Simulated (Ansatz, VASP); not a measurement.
Te2Mo in VASP and in Ansatz

File INCAR:

```
SYSTEM = Te2Mo
  PREC = Accurate
  ENCUT = 520
  EDIFF = 1E-6
  ISMEAR = 0
  SIGMA = 0.02
  LREAL = .FALSE.
  LASPH = .TRUE.
  NELM = 60
  ALGO = Normal
  ISIF = 2
  LWAVE = .FALSE.
  LCHARG = .FALSE.
  IBRION = 2
  NSW = 60
  EDIFFG = -0.008
```

KPOINTS

```
Automatic mesh
0
G
  12 12 2
  0 0 0
```

The input POSCAR:

```
Te2Mo
1.0
    3.3105533605      0.0000000000      0.0000000000
   -1.6552766803      2.8670233108      0.0000000000
    0.0000000000      0.0000000000     16.7314198186
Te Mo
2 1
Direct
    0.3333333333      0.6666666667      0.8918936679
    0.3333333333      0.6666666667      0.1081063321
    0.0000000000      0.0000000000      0.0000000000
```

Input for Ansatz:

```yaml
crystal:
  lattice:
    - [3.3105533605, 0.0, 0.0]
    - [-1.6552766803, 2.8670233108, 0.0]
    - [0.0, 0.0, 16.7314198186]
  atoms:
    - { symbol: Te, position: [0.3333333333, 0.6666666667, 0.8918936679] }
    - { symbol: Te, position: [0.3333333333, 0.6666666667, 0.1081063321] }
    - { symbol: Mo, position: [0.0, 0.0, 0.0] }
basis:
  ecutwfc: 420
kpoints:
  mp_grid: { grid: [12, 12, 2] }
hamiltonian:
  xc: lda
scf:
  occupations: { method: gaussian, width: 0.02 }
output:
  forces: true
  stress: true
  eigenvalues: true
  write_density: true
  write_potential: true
  elf: true
  volumetric_format: npy
relax:
  adjacent_minimum: "off"
  f_tol: 0.008
  max_steps: 40
```

Change from the starting cell: equal strain along all axes, cell held, atoms relaxed: -4.5 %.

Alike in both runs: task relaxation of the atoms; functional LDA; k mesh 12 × 12 × 2; occupations gaussian, width 0.02 eV; no spin polarisation.

|  | VASP | Ansatz |
| --- | --- | --- |
| version | VASP 6.6.1 | Ansatz 0.2.0 |
| potentials or method | VASP PAW LDA potentials, release 64 (Te, Mo_sv), cutoff 520 eV | scalar-relativistic, plane waves, PAW |
| valence electrons in the cell | 26 | 46 |

```tsv
	VASP	Ansatz	Ansatz less VASP
gap on the k mesh at the Fermi level, each at its own relaxed structure (eV)	0.80	0.83	+0.022
```

LDA's correlation is that of Perdew and Zunger in VASP and of Perdew and Wang (1992) in Ansatz. VASP's potentials hold 26 valence electrons a cell and Ansatz's 46, so a difference there can come from the potentials and not from the codes. Ansatz's warnings: stress scf threshold loose, xc potential rough in thin density.

Spin-orbit coupling is off throughout.
